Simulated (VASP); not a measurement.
# NiO (Fm-3m) in VASP: further runs

Aim: see how the results for NiO move with the level of theory and the settings. Levels: PBE+U, BLYP. Tasks: single point.

All numbers are computed with VASP 6.6.1; they aren't measurements. Logs are shortened: lines on timing, memory, paths and dates and some standing lists are left out, and cuts for length are marked.

## Step 1: The cell of the first run

It takes space group Fm-3m (No. 225, cubic). Conventional cell: a = 4.183 Å, b = 4.183 Å, c = 4.183 Å, α = 90.00°, β = 90.00°, γ = 90.00°. Within 2.8 Å of Ni (site symmetry m-3m) lie 6 O at 2.09 Å. Within 2.8 Å of O (site symmetry m-3m) lie 6 Ni at 2.09 Å.

## Step 2: Single point, PBE+U, collinear spin, ferromagnetic start

File INCAR:

```
SYSTEM = NiO
  PREC = Accurate
  ENCUT = 700
  EDIFF = 1E-6
  ISMEAR = -1
  SIGMA = 0.05
  LREAL = .False.
  LASPH = .True.
  NELM = 200
  ALGO = Normal
  ISIF = 2
  LWAVE = .False.
  LCHARG = .True.
  ISPIN = 2
  MAGMOM = 1 0
  LORBIT = 11
  LMAXMIX = 4
  LDAU = .True.
  LDAUTYPE = 2
  LDAUL = 2 -1
  LDAUU = 3 0
  LDAUJ = 0 0
  LDAUPRINT = 1
  GGA = PE
  LELF = .True.
  LVHAR = .True.
  NBANDS = 23
  GGA_COMPAT = .False.
```

File KPOINTS:

```
Automatic mesh
0
Gamma
  11 11 11
  0 0 0
```

File POSCAR:

```
NiO
1.0
    0.0000000000      2.0913095100      2.0913095100
    2.0913095100      0.0000000000      2.0913095100
    2.0913095100      2.0913095100      0.0000000000
Ni O
1 1
Direct
    0.0000000000      0.0000000000      0.0000000000
    0.5000000000      0.5000000000      0.5000000000
```

Potentials or basis: VASP PAW PBE potentials, release 64 (Ni_sv_GW, O).

Launch:

```console
$ cat potpaw_PBE.64/Ni_sv_GW/POTCAR potpaw_PBE.64/O/POTCAR > POTCAR
$ mpirun -np 1 vasp_std > vasp.out
```

OUTCAR:

```text
SYSTEM = NiO
   PREC = Accurate
   ENCUT = 700
   EDIFF = 1E-6
   ISMEAR = -1
   LREAL = .False.
   LASPH = .True.
   NELM = 200
   ISIF = 2
   ISPIN = 2
   LORBIT = 11
   GGA = PE

 ion  position               nearest neighbor table
   1  0.000  0.000  0.000-   2 2.09   2 2.09   2 2.09   2 2.09   2 2.09   2 2.09
   2  0.500  0.500  0.500-   1 2.09   1 2.09   1 2.09   1 2.09   1 2.09   1 2.09

  LATTYP: Found a face centered cubic cell.
 ALAT       =     4.1826190200

  Lattice vectors:

 A1 = (   0.0000000000,   2.0913095100,   2.0913095100)
 A2 = (   2.0913095100,   0.0000000000,   2.0913095100)
 A3 = (   2.0913095100,   2.0913095100,   0.0000000000)

Analysis of symmetry for initial positions (statically):
=====================================================================
 Subroutine PRICEL returns:
 Original cell was already a primitive cell.

 Routine SETGRP: Setting up the symmetry group for a
 face centered cubic supercell.

 Subroutine GETGRP returns: Found 48 space group operations
 (whereof 48 operations were pure point group operations)
 out of a pool of 48 trial point group operations.

The static configuration has the point symmetry O_h .

Analysis of symmetry for dynamics (positions and initial velocities):
=====================================================================
 Subroutine PRICEL returns:
 Original cell was already a primitive cell.

 Routine SETGRP: Setting up the symmetry group for a
 face centered cubic supercell.

 Subroutine GETGRP returns: Found 48 space group operations
 (whereof 48 operations were pure point group operations)
 out of a pool of 48 trial point group operations.

The dynamic configuration has the point symmetry O_h .

[... 177 lines left out ...]
  o =  0.1322  v =  0.0000  0.0000  0.0000  0.0000  0.0000  0.0000  0.0000  0.0207  0.0000  0.9998      0.0000  0.0000  0.0000  0.0000  0.0000  0.0000  0.0000  0.0000  0.0000  0.0000
  o =  0.9232  v =  0.0000  0.0000  0.0000  0.0000  0.0000  0.0000  0.7988  0.0000  0.6016 -0.0000      0.0000  0.0000  0.0000  0.0000  0.0000  0.0000  0.0000  0.0000  0.0000  0.0000
  o =  0.9232  v =  0.0000  0.0000  0.0000  0.0000  0.0000  0.0000 -0.6016 -0.0000  0.7988  0.0000      0.0000  0.0000  0.0000  0.0000  0.0000  0.0000  0.0000  0.0000  0.0000  0.0000
  o =  0.9232  v =  0.0000  0.0000  0.0000  0.0000  0.0000  1.0000  0.0000  0.0000  0.0000  0.0000      0.0000  0.0000  0.0000  0.0000  0.0000  0.0000  0.0000  0.0000  0.0000  0.0000
  o =  0.9319  v =  0.0000  0.7366  0.0000 -0.6763  0.0000  0.0000  0.0000  0.0000  0.0000  0.0000      0.0000  0.0000  0.0000  0.0000  0.0000  0.0000  0.0000  0.0000  0.0000  0.0000
  o =  0.9319  v =  0.0000 -0.6763 -0.0000 -0.7366 -0.0000  0.0000  0.0000  0.0000  0.0000  0.0000      0.0000  0.0000  0.0000  0.0000  0.0000  0.0000  0.0000  0.0000  0.0000  0.0000
  o =  0.9319  v =  1.0000  0.0000  0.0000  0.0000  0.0000  0.0000  0.0000  0.0000  0.0000  0.0000      0.0000  0.0000  0.0000  0.0000  0.0000  0.0000  0.0000  0.0000  0.0000  0.0000
  o =  0.9654  v =  0.0000 -0.0000 -0.0424  0.0000  0.9991  0.0000  0.0000  0.0000  0.0000  0.0000      0.0000  0.0000  0.0000  0.0000  0.0000  0.0000  0.0000  0.0000  0.0000  0.0000
  o =  0.9654  v =  0.0000 -0.0000  0.9991 -0.0000  0.0424  0.0000  0.0000  0.0000  0.0000  0.0000      0.0000  0.0000  0.0000  0.0000  0.0000  0.0000  0.0000  0.0000  0.0000  0.0000

 number of electron      24.0000000 magnetization       2.0002084

 Free energy of the ion-electron system (eV)
  ---------------------------------------------------
  ext. energy  EPLUGINS =         0.00000000
  ---------------------------------------------------
  free energy    TOTEN  =       -11.26012868 eV

  energy without entropy =      -11.26012814  energy(sigma->0) =      -11.26012841

 E-fermi :   7.1077     XC(G=0): -13.0031

 val. band max:        6.5558641226   @ k =   0.4545   0.0000   0.0000
 cond. band min:       7.5646646537   @ k =   0.0000   0.0000   0.0000
 fundamental gap:      1.0088005311
 Fermi energy:         7.1077350400

 spin component 1

 k-point     1 :       0.0000    0.0000    0.0000
  band No.  band energies     occupation
      1     -97.8021      1.00000
      2     -58.1744      1.00000
      3     -58.1744      1.00000
      4     -58.1744      1.00000
      5     -13.1427      1.00000
      6       2.0921      1.00000
[... 1241 lines left out ...]
     22      38.1475      0.00000
     23      38.7250      0.00000

 [... further k-points ...]

------------------------ aborting loop because EDIFF is reached ----------------------------------------

  FORCE on cell =-STRESS in cart. coord.  units (eV):
  Direction    XX          YY          ZZ          XY          YZ          ZX
  --------------------------------------------------------------------------------------
  -------------------------------------------------------------------------------------
  Total        0.9326326      0.9326326      0.9326326      0.0000000      0.0000000      0.0000000
  in kB       81.6838594     81.6838594     81.6838594      0.0000000      0.0000000      0.0000000
  external PRESSURE =      81.6838594 kB  Pullay stress =       0.0000000 kB

 VOLUME and BASIS-vectors are now :
 -----------------------------------------------------------------------------
  energy-cutoff  :      700.00
  volume of cell :       18.29
      direct lattice vectors                 reciprocal lattice vectors
     0.000000000  2.091309510  2.091309510    -0.239084649  0.239084649  0.239084649
     2.091309510  0.000000000  2.091309510     0.239084649 -0.239084649  0.239084649
     2.091309510  2.091309510  0.000000000     0.239084649  0.239084649 -0.239084649

 POSITION                                       TOTAL-FORCE (eV/Angst)
 -----------------------------------------------------------------------------------
      0.00000      0.00000      0.00000         0.000000      0.000000      0.000000
      2.09131      2.09131      2.09131        -0.000000     -0.000000     -0.000000
 -----------------------------------------------------------------------------------
    total drift:                               -0.000000      0.000000      0.000000

  FREE ENERGIE OF THE ION-ELECTRON SYSTEM (eV)
  ---------------------------------------------------
  free  energy   TOTEN  =       -11.2601286801 eV

  energy  without entropy=      -11.2601281408  energy(sigma->0) =      -11.26012841

 total charge

# of ion       s       p       d       f       tot
--------------------------------------------------
    1        2.157   6.221   7.734   0.010  16.123
    2        1.546   3.476   0.000   0.000   5.022
--------------------------------------------------
tot          3.703   9.697   7.734   0.010  21.144

 magnetization (x)

# of ion       s       p       d       f       tot
--------------------------------------------------
    1        0.009   0.013   1.691   0.001   1.714
    2        0.026   0.217   0.000   0.000   0.244
--------------------------------------------------
tot          0.036   0.230   1.691   0.001   1.958
```

OSZICAR:

```text
N       E                     dE             d eps       ncg     rms          rms(c)
DAV:   1     0.266355434283E+03    0.26636E+03   -0.14795E+04  7810   0.409E+03
DAV:   2    -0.116494704893E+01   -0.26752E+03   -0.25510E+03  8329   0.932E+02
DAV:   3    -0.142903003772E+02   -0.13125E+02   -0.13052E+02  7832   0.212E+02
DAV:   4    -0.144973092471E+02   -0.20701E+00   -0.20698E+00  7240   0.142E+01
DAV:   5    -0.145030795269E+02   -0.57703E-02   -0.57701E-02  6691   0.231E+00    0.177E+01
DAV:   6    -0.127774336869E+02    0.17256E+01   -0.39661E+01  8740   0.328E+02    0.162E+01
DAV:   7    -0.109941019753E+02    0.17833E+01   -0.13506E+01  7161   0.257E+02    0.514E+00
DAV:   8    -0.112525677566E+02   -0.25847E+00   -0.57542E-01  8828   0.316E+01    0.264E+00
DAV:   9    -0.112625484901E+02   -0.99807E-02   -0.33284E-01  9770   0.375E+01    0.110E+00
DAV:  10    -0.112568469720E+02    0.57015E-02   -0.34646E-02  8966   0.739E+00    0.455E-01
DAV:  11    -0.112594947760E+02   -0.26478E-02   -0.46839E-03  8305   0.174E+00    0.143E-01
DAV:  12    -0.112600566430E+02   -0.56187E-03   -0.18293E-04  8549   0.753E-01    0.828E-02
DAV:  13    -0.112601061755E+02   -0.49532E-04   -0.25608E-04  8844   0.791E-01    0.267E-02
DAV:  14    -0.112601286763E+02   -0.22501E-04   -0.14862E-05  8231   0.131E-01    0.983E-03
DAV:  15    -0.112601286801E+02   -0.37971E-08   -0.54822E-06  6017   0.191E-01
   1 F= -.11260129E+02 E0= -.11260128E+02  d E =-.539356E-06  mag=     2.0003
```

Run time: 67 s. Hardware: 1 thread of Intel Xeon Platinum 8559C (Emerald Rapids), shared host; peak memory 0.22 GiB.

Results:

- Free energy: -11.2601 eV
- Pressure: 8.2 GPa
- Band gap on the k mesh: 1.01 eV (least direct gap 1.84 eV)
- Net moment: 2.00 μB per cell
- Site moments: Ni +1.71; O +0.24 μB
- Valence electrons inside the program's atomic spheres: Ni 16.12; O 5.02

Eigenvalues of the final occupation matrices:
```tsv
site	spin	trace	eigenvalues
site 1 d	1	4.73	0.93 0.93 0.93 0.97 0.97
site 1 d	2	3.03	0.13 0.13 0.92 0.92 0.92
```

Caveat: the cell stands under pressure; an odd mesh through Γ misses points on the zone boundary, where band edges can lie; a cell with one magnetic atom can't hold antiferromagnetic order, which such compounds often take. The state reached can hang on the start; a lower one may exist.

## Step 3: Single point, PBE+U, collinear spin, ferromagnetic start

File INCAR:

```
SYSTEM = NiO
PREC     = Accurate       ! precision mode
ENCUT    = 700            ! plane-wave cutoff, eV
EDIFF    = 1E-6           ! SCF threshold, eV
ISMEAR   = -1             ! smearing method
SIGMA    = 0.05           ! smearing width, eV
LREAL    = .FALSE.        ! projectors in reciprocal space
LASPH    = .TRUE.         ! aspherical terms in the spheres
NELM     = 200            ! most SCF steps
ALGO     = Normal         ! electronic algorithm
ISIF     = 2              ! what is computed and relaxed
LWAVE    = .FALSE.        ! write WAVECAR
LCHARG   = .FALSE.        ! write CHGCAR
ISPIN    = 2              ! spin polarisation
MAGMOM   = 1 0            ! initial moments
LORBIT   = 11             ! projections on sites
LMAXMIX  = 4              ! l up to which the mixer works
LDAU     = .TRUE.         ! DFT+U
LDAUTYPE = 2            
LDAUL    = 2 -1           ! shell
LDAUU    = 5 0            ! U, eV
LDAUJ    = 0 0          
LDAUPRINT= 1            
GGA      = PE             ! functional
NBANDS   = 23             ! bands
GGA_COMPAT= .FALSE.
```

File KPOINTS:

```
Automatic mesh
0
G
  11 11 11
  0 0 0
```

POSCAR is that of step 2.

Potentials or basis: VASP PAW PBE potentials, release 64 (Ni_sv_GW, O).

Launch:

```console
$ cat potpaw_PBE.64/Ni_sv_GW/POTCAR potpaw_PBE.64/O/POTCAR > POTCAR
$ mpirun -np 1 vasp_std > vasp.out
```

It took 70 s on 1 thread of Intel Xeon Platinum 8488C (Sapphire Rapids), shared host; peak memory 0.22 GiB.

Results (log left out):

| Property | Result |
| --- | --- |
| Free energy | -10.5957 eV |
| Pressure | 9.0 GPa |
| Band gap on the k mesh | 2.09 eV (least direct gap 2.82 eV) |
| Net moment | 2.00 μB per cell |
| Site moments | Ni +1.76; O +0.20 μB |
| Valence electrons inside the program's atomic spheres | Ni 16.12; O 5.04 |

Levels at points of the mesh, in eV from the valence-band top:
Spin up:
```
           k point  band 11  band 12  band 13  band 14  band 15  band 16
(0.00, 0.00, 0.00)    -1.91    -1.91    -1.91     2.20    18.36    18.90
```
Spin down:
| k point | band 8 | band 9 | band 10 | band 11 | band 12 | band 13 | band 14 | band 15 |
| --- | --- | --- | --- | --- | --- | --- | --- | --- |
| (0.00, 0.00, 0.00) | -3.20 | -1.53 | -1.53 | -1.53 | 2.09 | 2.09 | 2.56 | 18.30 |

Eigenvalues of the final occupation matrices:
| site | spin | trace | eigenvalues |
| --- | --- | --- | --- |
| site 1 d | 1 | 4.75 | 0.94 0.94 0.94 0.97 0.97 |
| site 1 d | 2 | 3.00 | 0.11 0.11 0.93 0.93 0.93 |

Caveat: the cell stands under pressure; an odd mesh through Γ misses points on the zone boundary, where band edges can lie; a cell with one magnetic atom can't hold antiferromagnetic order, which such compounds often take.

## Step 4: Single point, PBE+U, collinear spin, ferromagnetic start

File INCAR:

```
  ALGO = Normal
  EDIFF = 1E-6
  ENCUT = 700
  GGA = PE
  GGA_COMPAT = F
  ISIF = 2
  ISMEAR = -1
  ISPIN = 2
  LASPH = T
  LCHARG = T
  LDAU = T
  LDAUJ = 0 0
  LDAUL = 2 -1
  LDAUPRINT = 1
  LDAUTYPE = 2
  LDAUU = 4 0
  LELF = T
  LMAXMIX = 4
  LORBIT = 11
  LREAL = F
  LVHAR = T
  LWAVE = F
  MAGMOM = 1 0
  NBANDS = 23
  NELM = 200
  PREC = Accurate
  SIGMA = 0.05
```

File KPOINTS:

```
k-points
0
Gamma
  11 11 11
```

POSCAR is that of step 3.

Launch:

```console
$ cat potpaw_PBE.64/Ni_sv_GW/POTCAR potpaw_PBE.64/O/POTCAR > POTCAR
$ mpirun -np 1 vasp_std > vasp.out
```

It took 85 s on 1 thread of Intel Xeon Platinum 8375C at 2.90GHz (Ice Lake), shared host; peak memory 0.22 GiB.

It converged, with:

```yaml
Free_energy: -10.9195 eV
Pressure: 8.5 GPa
Band_gap_on_the_k_mesh: 1.55 eV (least direct gap 2.33 eV)
Net_moment: 2.00 μB per cell
Site_moments: Ni +1.74; O +0.22 μB
Valence_electrons_inside_the_program's_atomic_spheres: Ni 16.12; O 5.03
```

Levels at points of the mesh, in eV from the valence-band top:
Spin up:
| k point | band 10 | band 11 | band 12 | band 13 | band 14 | band 15 | band 16 | band 17 |
| --- | --- | --- | --- | --- | --- | --- | --- | --- |
| (0.00, 0.00, 0.00) | -3.92 | -2.09 | -2.09 | -2.09 | 2.07 | 18.25 | 18.88 | 18.88 |
Spin down:
```
           k point  band 9  band 10  band 11  band 12  band 13  band 14
(0.00, 0.00, 0.00)   -1.67    -1.67    -1.67     1.55     1.55     2.44
```

Eigenvalues of the final occupation matrices:
| site | spin | trace | eigenvalues |
| --- | --- | --- | --- |
| site 1 d | 1 | 4.74 | 0.93 0.93 0.93 0.97 0.97 |
| site 1 d | 2 | 3.02 | 0.12 0.12 0.93 0.93 0.93 |

Caveat: the cell stands under pressure; an odd mesh through Γ misses points on the zone boundary, where band edges can lie; a cell with one magnetic atom can't hold antiferromagnetic order, which such compounds often take. The state reached can hang on the start; a lower one may exist.

## Step 5: Single point, PBE+U, collinear spin, ferromagnetic start

File INCAR:

```
SYSTEM = NiO
  PREC = Accurate
  ENCUT = 700
  EDIFF = 1E-6
  ISMEAR = -1
  SIGMA = 0.05
  LREAL = .FALSE.
  LASPH = .TRUE.
  NELM = 200
  ALGO = Normal
  ISIF = 2
  LWAVE = .FALSE.
  LCHARG = .FALSE.
  ISPIN = 2
  MAGMOM = 1 0
  LORBIT = 11
  LMAXMIX = 4
  LDAU = .TRUE.
  LDAUTYPE = 2
  LDAUL = 2 -1
  LDAUU = 8 0
  LDAUJ = 0 0
  LDAUPRINT = 1
  GGA = PE
  NBANDS = 23
  GGA_COMPAT = .FALSE.
```

File KPOINTS:

```
regular mesh
0
G
  11 11 11
  0 0 0
```

POSCAR is that of step 4.

Launch:

```console
$ cat potpaw_PBE.64/Ni_sv_GW/POTCAR potpaw_PBE.64/O/POTCAR > POTCAR
$ mpirun -np 1 vasp_std > vasp.out
```

Wall time 74 s (1 thread of Intel Xeon Platinum 8488C (Sapphire Rapids), shared host); peak memory 0.22 GiB.

It converged, with:

```
Free energy                                           : -9.7124 eV
Pressure                                              : 11.0 GPa
Band gap on the k mesh                                : 2.52 eV (least direct gap 3.72 eV)
Net moment                                            : 2.00 μB per cell
Site moments                                          : Ni +1.82; O +0.14 μB
Valence electrons inside the program's atomic spheres : Ni 16.11; O 5.05
```

Levels at points of the mesh, in eV from the valence-band top:
Spin up:
| k point | band 9 | band 10 | band 11 | band 12 | band 13 | band 14 | band 15 | band 16 | band 17 | band 18 |
| --- | --- | --- | --- | --- | --- | --- | --- | --- | --- | --- |
| (0.00, 0.00, 0.00) | -5.17 | -5.17 | -1.48 | -1.48 | -1.48 | 2.52 | 18.62 | 18.87 | 18.87 | 18.87 |
Spin down:
```csv
k point,band 9,band 10,band 11,band 12,band 13,band 14
"(0.00, 0.00, 0.00)",-1.20,-1.20,-1.20,2.86,3.73,3.73
```

Eigenvalues of the final occupation matrices:
```
    site  spin  trace               eigenvalues
site 1 d     1   4.77  0.94 0.94 0.94 0.97 0.97
site 1 d     2   2.97  0.08 0.08 0.94 0.94 0.94
```

Caveat: the cell stands under pressure; an odd mesh through Γ misses points on the zone boundary, where band edges can lie; a cell with one magnetic atom can't hold antiferromagnetic order, which such compounds often take.

## Step 6: Single point, BLYP, collinear spin, ferromagnetic start

POSCAR is that of step 5.

File INCAR.step1:

```
SYSTEM = NiO
PREC = Accurate ; ENCUT = 1000
EDIFF = 1E-6 ; ISMEAR = -1
SIGMA = 0.05 ; LREAL = .False.
LASPH = .True. ; NELM = 200
ALGO = Normal ; ISIF = 2
LWAVE = .False. ; LCHARG = .True.
ISPIN = 2 ; MAGMOM = 1 0
LMAXMIX = 4 ; GGA = B5
ALDAX = 1.0 ; AGGAX = 1.0
AGGAC = 1.0 ; ALDAC = 0.0
NBANDS = 23 ; GGA_COMPAT = .False.
NEDOS = 2001 ; LORBIT = 11
```

File KPOINTS.step1:

```
regular mesh
0
Gamma
  6 6 6
  0 0 0
```

File INCAR.step2:

```
SYSTEM = NiO
PREC = Accurate ; ENCUT = 1000
EDIFF = 1E-6 ; ISMEAR = -5
SIGMA = 0.05 ; LREAL = .False.
LASPH = .True. ; NELM = 200
ALGO = Normal ; ISIF = 2
LWAVE = .False. ; LCHARG = .False.
ISPIN = 2 ; MAGMOM = 1 0
LORBIT = 10 ; LMAXMIX = 4
GGA = B5 ; ALDAX = 1.0
AGGAX = 1.0 ; AGGAC = 1.0
ALDAC = 0.0 ; NEDOS = 1001
ICHARG = 11 ; GGA_COMPAT = .False.
```

File KPOINTS.step2:

```
regular mesh
0
Gamma
  9 9 9
  0 0 0
```

Potentials or basis: VASP PAW PBE potentials, release 64 (Ni_sv_GW, O_h).

Launch:

```console
$ cat potpaw_PBE.64/Ni_sv_GW/POTCAR potpaw_PBE.64/O_h/POTCAR > POTCAR
$ cp INCAR.step1 INCAR
$ cp KPOINTS.step1 KPOINTS
$ mpirun -np 1 vasp_std > vasp.out
$ cp INCAR.step2 INCAR
$ cp KPOINTS.step2 KPOINTS
$ mpirun -np 1 vasp_std > vasp.out
```

Run time: 57 s. Hardware: 1 thread of Intel Xeon 6975P-C (Granite Rapids), shared host; peak memory 0.23 GiB.

It converged, with:

```yaml
Net_moment: 1.73 μB per cell
Site_moments: Ni +1.48; O +0.22 μB
Valence_electrons_inside_the_program's_atomic_spheres: Ni 16.16; O 3.37
```

Levels at points of the mesh, in eV from the Fermi level:
Spin up:
```tsv
k point	band 11	band 12	band 13	band 14	band 15	band 16
(0.00, 0.00, 0.00)	-2.66	-2.66	-2.66	1.71	18.44	19.08
```
Spin down:
```tsv
k point	band 7	band 8	band 9	band 10	band 11	band 12	band 13	band 14	band 15	band 16
(0.00, 0.00, 0.00)	-2.53	-2.53	-1.90	-1.90	-1.90	-0.59	-0.59	2.05	18.39	19.30
```

Caveat: the k points lie up to 0.43 Å⁻¹ apart; the PAW data sets were made with another functional, which shifts forces and pressure a little; a cell with one magnetic atom can't hold antiferromagnetic order, which such compounds often take; semilocal functionals often make such compounds metallic where correlation or magnetic order opens a gap, which also shifts bond lengths.

## Step 7: Summary

```tsv
level	potentials or basis	U	k mesh	cutoff (eV)	k mesh for the DOS	occupations for the DOS	gap on the mesh (eV)	pressure (GPa)	moment (μB)
PBE+U	VASP PAW PBE potentials, release 64 (Ni_sv_GW, O)	Ni d U = 3.0 eV	11 × 11 × 11	700	-	-	1.01	8.2	2.00
PBE+U	VASP PAW PBE potentials, release 64 (Ni_sv_GW, O)	Ni d U = 5.0 eV	11 × 11 × 11	700	-	-	2.09	9.0	2.00
PBE+U	VASP PAW PBE potentials, release 64 (Ni_sv_GW, O)	Ni d U = 4.0 eV	11 × 11 × 11	700	-	-	1.55	8.5	2.00
PBE+U	VASP PAW PBE potentials, release 64 (Ni_sv_GW, O)	Ni d U = 8.0 eV	11 × 11 × 11	700	-	-	2.52	11.0	2.00
BLYP	VASP PAW PBE potentials, release 64 (Ni_sv_GW, O_h)	-	6 × 6 × 6	1000	9 × 9 × 9	tetrahedron	-	-	1.73
```

Alike in all rows: task single point; spin collinear, ferromagnetic start; cell as given; smearing fermi-dirac 0.05 eV.

Caveats: some runs use coarse meshes; a cell with one magnetic atom can't hold antiferromagnetic order, which such compounds often take; the cell stands under pressure (at least some runs); an odd mesh through Γ misses points on the zone boundary, where band edges can lie (at least some runs); the PAW data sets were made with another functional, which shifts forces and pressure a little (at least some runs); semilocal functionals often make such compounds metallic where correlation or magnetic order opens a gap, which also shifts bond lengths (at least some runs).

Total energies depend on the potentials used, so only differences within one code and one set of settings carry meaning.
